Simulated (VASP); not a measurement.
# Mg3CdSe4 (P1) in VASP: relaxation of cell and atoms with PBE

Aim: the relaxation of cell and atoms of Mg3CdSe4 with PBE.

All numbers are computed with VASP 6.6.1; they aren't measurements. Logs are shortened: lines on timing, memory, paths and dates and some standing lists are left out, and cuts for length are marked.

## 1. The cell of the first run

The typed cell holds 8 atoms: a = 4.222 Å, b = 4.364 Å, c = 12.096 Å, α = 91.13°, β = 91.63°, γ = 88.80°.

## 2. Relaxation of cell and atoms, PBE

Input file INCAR:

```
PREC     = Accurate       # precision mode
ENCUT    = 600            # plane-wave cutoff, eV
EDIFF    = 1E-6           # SCF threshold, eV
ISMEAR   = 0              # smearing method
SIGMA    = 0.1            # smearing width, eV
LREAL    = False          # projectors in reciprocal space
LASPH    = True           # aspherical terms in the spheres
NELM     = 60             # most SCF steps
ALGO     = Normal         # electronic algorithm
ISIF     = 3              # what is computed and relaxed
LWAVE    = False          # write WAVECAR
LCHARG   = False          # write CHGCAR
GGA      = PE             # functional
IBRION   = 2              # ionic algorithm
NSW      = 80             # ionic steps
EDIFFG   = -0.025         # ionic threshold
```

Input file KPOINTS:

```
Automatic mesh
0
Gamma
  4 4 1
```

Input file POSCAR:

```
Mg3CdSe4
1.0
    4.2217876439      0.0447278198     -0.0604186048
    0.0447278198      4.3640578190     -0.0425914031
   -0.1697628138     -0.1196723500     12.0944139701
Mg Cd Se
3 1 4
Direct
    1.0204015610     -0.0062162728      0.7533492296
    0.4888030573      0.5001548776      0.0088196396
    0.9994010755      0.0122309954      0.2442197409
    0.5422758132      0.4896442077      0.4882444242
    0.4863498308     -0.0039660390      0.1257651870
   -0.0273225942      0.5034239530      0.3668296692
    0.4867071222     -0.0108932740      0.6410885462
    0.0033841343      0.5156215520      0.8716835632
```

Potentials or basis: VASP PAW PBE potentials, release 64 (Mg, Cd, Se).

Launch:

```console
$ cat potpaw_PBE.64/Mg/POTCAR potpaw_PBE.64/Cd/POTCAR potpaw_PBE.64/Se/POTCAR > POTCAR
$ mpirun -np 1 vasp_std > vasp.out
```

OUTCAR:

```text
PREC = Accurate
   ENCUT = 600
   EDIFF = 1E-6
   ISMEAR = 0
   LREAL = False
   LASPH = True
   NELM = 60
   ISIF = 3
   GGA = PE
   IBRION = 2
   NSW = 80
   EDIFFG = -0.025

 ion  position               nearest neighbor table
   1  0.020  0.994  0.753-   7 2.42   8 2.56   7 2.60   8 2.67
   2  0.489  0.500  0.009-   5 2.56   8 2.60   5 2.64   8 2.77
   3  0.999  0.012  0.244-   5 2.54   5 2.56   6 2.58   6 2.70
   4  0.542  0.490  0.488-   6 2.37   6 2.78   7 2.84   7 2.91
   5  0.486  0.996  0.126-   3 2.54   2 2.56   3 2.56   2 2.64
   6  0.973  0.503  0.367-   4 2.37   3 2.58   3 2.70   4 2.78
   7  0.487  0.989  0.641-   1 2.42   1 2.60   4 2.84   4 2.91
   8  0.003  0.516  0.872-   1 2.56   2 2.60   1 2.67   2 2.77

  LATTYP: Found a triclinic cell.
 ALAT       =     6.0087235105
 B/A-ratio  =     0.7263597397
 C/A-ratio  =     2.4221708531
 COS(alpha) =     0.0042783808
 COS(beta)  =     0.3942426980
 COS(gamma) =     0.7116181256

  Lattice vectors:

 A1 = (  -4.1770598241,   4.3193299992,   0.0178272017)
 A2 = (   0.0447278198,   4.3640578190,  -0.0425914031)
 A3 = (  -8.2738124740,   0.0302167104, -11.9735767605)

Analysis of symmetry for initial positions (statically):
=====================================================================
 Subroutine PRICEL returns:
 Original cell was already a primitive cell.

 Routine SETGRP: Setting up the symmetry group for a
 triclinic supercell.

 Subroutine GETGRP returns: Found  1 space group operations
 (whereof  1 operations were pure point group operations)
 out of a pool of  2 trial point group operations.

The static configuration has the point symmetry C_1 .

Analysis of symmetry for dynamics (positions and initial velocities):
=====================================================================
 Subroutine PRICEL returns:
 Original cell was already a primitive cell.

 Routine SETGRP: Setting up the symmetry group for a
 triclinic supercell.

 Subroutine GETGRP returns: Found  1 space group operations
 (whereof  1 operations were pure point group operations)
 out of a pool of  2 trial point group operations.

The dynamic configuration has the point symmetry C_1 .

 Subroutine INISYM returns: Found  1 space group operations
 (whereof  1 operations are pure point group operations),
 and found     1 'primitive' translations

[... 90 lines left out ...]
   NELM   =     60;   NELMIN=  2; NELMDL= -5     # of ELM steps
   EDIFF  = 0.1E-05   stopping-criterion for ELM
   LREAL  =      F    real-space projection
   EDIFFG = -.3E-01   stopping-criterion for IOM
   NSW    =     80    number of steps for IOM
   IBRION =      2    ionic relax: 0-MD 1-quasi-New 2-CG
   NFREE  =      1    steps in history (QN), initial steepest desc. (CG)
   ISIF   =      3    stress and relaxation
   ISYM   =      2    0-nonsym 1-usesym 2-fastsym
   POTIM  = 0.5000    time-step for ionic-motion
   TEBEG  =    0.0;   TEEND  =   0.0 temperature during run
   PSTRESS=    0.0 pullay stress
   NELECT =      42.0000    total number of electrons
   NUPDOWN=      -1.0000    fix difference up-down
   EMIN   =  10.00;   EMAX   =-10.00  energy-range for DOS
   EFERMI =   0.00;   METHOD = LEGACY
   ISMEAR =     0;   SIGMA  =   0.10  broadening in eV -4-tet -1-fermi 0-gaus
   EFERMI_NEDOS =   21; number of points for ismear=-14 and -15
   IALGO  =     38    algorithm
   IMIX   =      4    mixing-type and parameters
     AMIX     =   0.40;   BMIX     =  1.00
     AMIX_MAG =   1.60;   BMIX_MAG =  1.00
  volume/ion in A,a.u.               =      27.84       187.89
  Fermi-wavevector in a.u.,A,eV,Ry     =   0.938770  1.774017 11.990659  0.881289
  Thomas-Fermi vector in A             =   2.066015
   LORBIT       =      0    0 simple, 1 ext, 2 COOP (PROOUT), +10 PAW based schemes
   GGA     = PE    functional components
   LHFCALC =     F    Hartree Fock is set to
   AEXX    =    0.0000 exact exchange contribution
   IVDW    =     0    specifies the selected vdW correction
   LEPSILON=     F    determine dielectric tensor
   LRPA    =     F    only Hartree local field effects (RPA)
 conjugate gradient relaxation of ions
 non-spin polarized calculation
 Gauss-broadening in eV      SIGMA  =   0.10
  energy-cutoff  :      600.00
  volume of cell :      222.74
 maximum number of plane-waves:      7450
 NGX is ok and might be reduce to    36
   NGX = 17   NGY = 17   NGZ = 49

--------------------------------------- Ionic step        1  -------------------------------------------

 number of electron      42.0000001 magnetization

 Free energy of the ion-electron system (eV)
  ---------------------------------------------------
  ext. energy  EPLUGINS =         0.00000000
  ---------------------------------------------------
  free energy    TOTEN  =       -27.35831232 eV

  energy without entropy =      -27.35831232  energy(sigma->0) =      -27.35831232

------------------------ aborting loop because EDIFF is reached ----------------------------------------

  FORCE on cell =-STRESS in cart. coord.  units (eV):
  Direction    XX          YY          ZZ          XY          YZ          ZX
  --------------------------------------------------------------------------------------
  -------------------------------------------------------------------------------------
  Total        4.3954609     -2.3051108      0.6738380     -0.1408450      0.6122383     -2.3587440
  in kB       31.6168359    -16.5808120      4.8469604     -1.0131069      4.4038702    -16.9665989
  external PRESSURE =       6.6276614 kB  Pullay stress =       0.0000000 kB
[... 107 lines left out ...]
  FREE ENERGIE OF THE ION-ELECTRON SYSTEM (eV)
  ---------------------------------------------------
  free  energy   TOTEN  =       -27.8527284025 eV

  energy  without entropy=      -27.8527284025  energy(sigma->0) =      -27.85272840

[... ionic steps 4 to 15 ...]

--------------------------------------- Ionic step       16  -------------------------------------------

 number of electron      42.0000000 magnetization

------------------------ aborting loop because EDIFF is reached ----------------------------------------
[... 79 lines left out ...]
--------------------------------------- Ionic step       18  -------------------------------------------

 number of electron      41.9999998 magnetization

 Free energy of the ion-electron system (eV)
  ---------------------------------------------------
  ext. energy  EPLUGINS =         0.00000000
  ---------------------------------------------------
  free energy    TOTEN  =       -28.00210447 eV

  energy without entropy =      -28.00210447  energy(sigma->0) =      -28.00210447

 E-fermi :   1.0721     XC(G=0):  -8.2346

 val. band max:        0.5915668397   @ k =   0.0000   0.0000   0.0000
 cond. band min:       2.4519557167   @ k =   0.0000   0.0000   0.0000
 fundamental gap:      1.8603888771
 Fermi energy:         1.0720626174

 k-point     1 :       0.0000    0.0000    0.0000
  band No.  band energies     occupation
      1     -11.1998      2.00000
      2     -10.9481      2.00000
      3     -10.8513      2.00000
      4     -10.5209      2.00000
      5      -6.6832      2.00000
      6      -6.6825      2.00000
[... 314 lines left out ...]
  FREE ENERGIE OF THE ION-ELECTRON SYSTEM (eV)
  ---------------------------------------------------
  free  energy   TOTEN  =       -28.0021044657 eV

  energy  without entropy=      -28.0021044657  energy(sigma->0) =      -28.00210447

 reached required accuracy - stopping structural energy minimisation
```

OSZICAR:

```text
N       E                     dE             d eps       ncg     rms          rms(c)
DAV:   1     0.251768229004E+03    0.25177E+03   -0.18376E+04   520   0.149E+03
DAV:   2    -0.748497942146E+01   -0.25925E+03   -0.25408E+03   652   0.265E+02
DAV:   3    -0.287525259686E+02   -0.21268E+02   -0.21210E+02   590   0.769E+01
[... 152 lines left out ...]
DAV:   2    -0.280023521725E+02    0.66086E-03   -0.77927E-03   636   0.603E-01    0.988E-02
DAV:   3    -0.280021630902E+02    0.18908E-03   -0.43516E-04   622   0.125E-01    0.700E-02
DAV:   4    -0.280021120923E+02    0.50998E-04   -0.79304E-05   638   0.480E-02    0.268E-02
DAV:   5    -0.280021046272E+02    0.74651E-05   -0.16096E-05   662   0.259E-02    0.706E-03
DAV:   6    -0.280021044657E+02    0.16152E-06   -0.13459E-06   314   0.866E-03
  18 F= -.28002104E+02 E0= -.28002104E+02  d E =-.285357E-03
```

CONTCAR:

```text
Mg3CdSe4
   1.00000000000000
     4.2987822044277761   -0.0031991520669678    0.0019724559090024
    -0.0008864263884177    4.2981509848563215   -0.0004491582595028
    -0.0038182154347935    0.0004921034306575   11.9722755668713585
  Mg              Cd              Se
     3     1     4
Direct
     0.0008022085561518    0.9997926920181692    0.7549828053354358
     0.4987846971990668    0.5012662697885496    0.9996012045055440
     0.9986143897870828    0.0011285609416622    0.2448430154727349
     0.5021443265004095    0.4976610663913866    0.5004065001464345
     0.4985121514835223    0.0014375793734245    0.1221689753746733
     0.0017453142051236    0.5009618279066420    0.3666301674481280
     0.5009173097843949    0.9981959150229344    0.6341458725495073
     0.9984796025842499    0.4995560884572365    0.8772214590675407

  0.00000000E+00  0.00000000E+00  0.00000000E+00
  0.00000000E+00  0.00000000E+00  0.00000000E+00
  0.00000000E+00  0.00000000E+00  0.00000000E+00
  0.00000000E+00  0.00000000E+00  0.00000000E+00
  0.00000000E+00  0.00000000E+00  0.00000000E+00
  0.00000000E+00  0.00000000E+00  0.00000000E+00
  0.00000000E+00  0.00000000E+00  0.00000000E+00
  0.00000000E+00  0.00000000E+00  0.00000000E+00
```

Wall time 6.9 min (1 thread of Intel Xeon 6975P-C (Granite Rapids), shared host); peak memory 0.41 GiB.

Results:

```
Free energy                           : -28.0021 eV
Relaxed volume                        : 27.65 Å³/atom
Relaxed cell                          : a = 4.299 Å, b = 4.298 Å, c = 11.972 Å, α = 90.00°, β = 89.99°, γ = 90.05°
Space group after relaxing (to 0.1 Å) : P-4m2 (No. 115)
Energy gained by relaxing             : 80.5 meV/atom
Ionic steps                           : 18
Pressure after relaxing               : 0.0 GPa
Largest force after relaxing          : 0.022 eV/Å
Band gap on the k mesh                : 1.86 eV
```

Forces in eV/Å, atoms in the order of the input:
```
Mg  -0.003 -0.007  0.008
Mg  -0.007  0.000  0.006
Mg   0.001 -0.001  0.009
Cd  -0.004  0.007 -0.007
Se   0.008 -0.008  0.008
Se  -0.007 -0.005 -0.012
Se  -0.003  0.003 -0.021
Se   0.016  0.010  0.010
```

The path:
| step | energy change (eV) | largest force (eV/Å) | pressure (GPa) | volume (Å³) |
| --- | --- | --- | --- | --- |
| 1 | 0.0000 | 2.9341 | 0.66 | 222.74 |
| 2 | -0.4944 | 0.5403 | -0.95 | 226.33 |
| 3 | -0.4944 | 0.5447 | -0.95 | 226.28 |
| 4 | -0.5890 | 0.3380 | -0.06 | 221.25 |
| 5 | -0.6070 | 0.3188 | 0.61 | 218.08 |
| 6 | -0.6294 | 0.2154 | 0.08 | 220.54 |
| 7 | -0.6307 | 0.2084 | -0.08 | 221.33 |
| 8 | -0.6370 | 0.0833 | -0.09 | 221.39 |
| 9 | -0.6384 | 0.0614 | -0.09 | 221.43 |
| 10 | -0.6404 | 0.0592 | 0.05 | 220.74 |
| 11 | -0.6408 | 0.0612 | 0.14 | 220.30 |
| 12 | -0.6421 | 0.0408 | -0.01 | 221.04 |
| 13 | -0.6422 | 0.0367 | -0.05 | 221.21 |
| 14 | -0.6426 | 0.0303 | -0.01 | 221.03 |
| 15 | -0.6427 | 0.0396 | 0.01 | 220.92 |
| 16 | -0.6432 | 0.0308 | 0.02 | 220.86 |
| 17 | -0.6435 | 0.0277 | 0.05 | 220.73 |
| 18 | -0.6438 | 0.0219 | -0.05 | 221.21 |

Final structure:
```cif
data_structure
_symmetry_space_group_name_H-M 'P 1'
_symmetry_Int_Tables_number 1
_cell_length_a 4.2988
_cell_length_b 4.2982
_cell_length_c 11.9723
_cell_angle_alpha 90.004
_cell_angle_beta 89.992
_cell_angle_gamma 90.054
_cell_volume 221.21
loop_
_atom_site_label
_atom_site_type_symbol
_atom_site_fract_x
_atom_site_fract_y
_atom_site_fract_z
_atom_site_occupancy
Mg1 Mg 0.00080 0.99979 0.75498 1
Mg2 Mg 0.49878 0.50127 0.99960 1
Mg3 Mg 0.99861 0.00113 0.24484 1
Cd1 Cd 0.50214 0.49766 0.50041 1
Se1 Se 0.49851 0.00144 0.12217 1
Se2 Se 0.00175 0.50096 0.36663 1
Se3 Se 0.50092 0.99820 0.63415 1
Se4 Se 0.99848 0.49956 0.87722 1
```

Caveat: the k points lie up to 0.52 Å⁻¹ apart in the final cell.
